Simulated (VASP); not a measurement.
Here is a VASP 6.6.1 calculation.

Contents of POSCAR:

```
FeO
1.0
    2.5607471824     -1.5610061556      0.0000000000
    2.5607471824      1.5610061556      0.0000000000
   -1.3152035942      0.0000000000      4.9497431939
Fe O
2 2
Direct
    0.5000000000      0.5000000000      0.5000000000
    0.0000000000      0.0000000000      0.0000000000
    0.7500000000      0.7500000000      0.2500000000
    0.2500000000      0.2500000000      0.7500000000
```

Contents of INCAR.step1:

```
  PREC = Accurate
  ENCUT = 520
  ISMEAR = 0
  SIGMA = 0.1
  LREAL = False
  LASPH = True
  NELM = 150
  ISPIN = 2
  MAGMOM = 3.5 -3.5 0 0
  LMAXMIX = 4
  NBANDS = 26
  GGA = PE
  ALGO = Normal
  EDIFF = 1E-4
  LWAVE = True
  LCHARG = False
```

File INCAR.step2:

```
  PREC = Accurate
  ENCUT = 520
  EDIFF = 1E-7
  ISMEAR = 0
  SIGMA = 0.1
  LREAL = False
  LASPH = True
  NELM = 150
  ALGO = Normal
  ISIF = 2
  LWAVE = False
  LCHARG = False
  ISPIN = 2
  MAGMOM = 3.5 -3.5 0 0
  LORBIT = 11
  LMAXMIX = 4
  METAGGA = R2SCAN
  LMIXTAU = True
  NBANDS = 26
  ISTART = 1
```

KPOINTS

```
Automatic mesh
0
Gamma
  8 8 5
```

Potentials or basis: VASP PAW PBE potentials, release 64 (Fe, O).

Run with:

```sh
$ cat potpaw_PBE.64/Fe/POTCAR potpaw_PBE.64/O/POTCAR > POTCAR
$ cp INCAR.step1 INCAR
$ mpirun -np 1 vasp_std > vasp.out
$ cp INCAR.step2 INCAR
$ mpirun -np 1 vasp_std > vasp.out
```

Q: What does it give for the site moments?

A: Fe +3.53, -3.53; O +0.00 μB.

Q: What does it give for the pressure?

A: 1.9 GPa.

Q: Estimate the band gap on the k mesh.

A: 0.27 eV.

Stress tensor (GPa, compression positive):
```
-0.27  0.00 -4.06
 0.00 -1.65  0.00
-4.06  0.00  7.53
```

Caveat: the PAW data sets were made with another functional, which shifts forces and pressure a little. A k mesh can miss the band edges.
